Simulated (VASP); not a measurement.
A run of VASP 6.6.1 is set up as follows.

Contents of INCAR:

```
PREC = Accurate
ENCUT = 600
EDIFF = 1E-6
ISMEAR = 0
SIGMA = 0.1
LREAL = False
LASPH = True
NELM = 80
ALGO = Normal
ISIF = 3
LWAVE = False
LCHARG = False
GGA = PE
IBRION = 2
NSW = 90
EDIFFG = -0.04
```

The input KPOINTS:

```
Automatic mesh
0
Gamma
  6 6 6
```

File POSCAR:

```
Zr2B
1.0
    0.0000000000      2.4525758700      2.4525758700
    2.4525758700      0.0000000000      2.4525758700
    2.4525758700      2.4525758700      0.0000000000
Zr B
2 1
Direct
    0.2500000000      0.2500000000      0.2500000000
    0.0000000000      0.0000000000      0.0000000000
    0.7500000000      0.7500000000      0.7500000000
```

Potentials or basis: VASP PAW PBE potentials, release 64 (Zr_sv, B).

Run with:

```console
$ cat potpaw_PBE.64/Zr_sv/POTCAR potpaw_PBE.64/B/POTCAR > POTCAR
$ mpirun -np 1 vasp_std > vasp.out
```

(1) Predict the relaxed volume.

(2) Estimate the relaxed cell.

(3) Predict the space group after relaxing (to 0.05 Å).

Results:

(1) 18.80 Å³/atom.

(2) a = 4.304 Å, b = 4.304 Å, c = 4.304 Å, α = 60.00°, β = 60.00°, γ = 60.00°.

(3) F-43m (No. 216).

Caveat: the k points lie up to 0.30 Å⁻¹ apart in the final cell; the volume moved by over 15 % at a fixed basis, so the end points are rough.
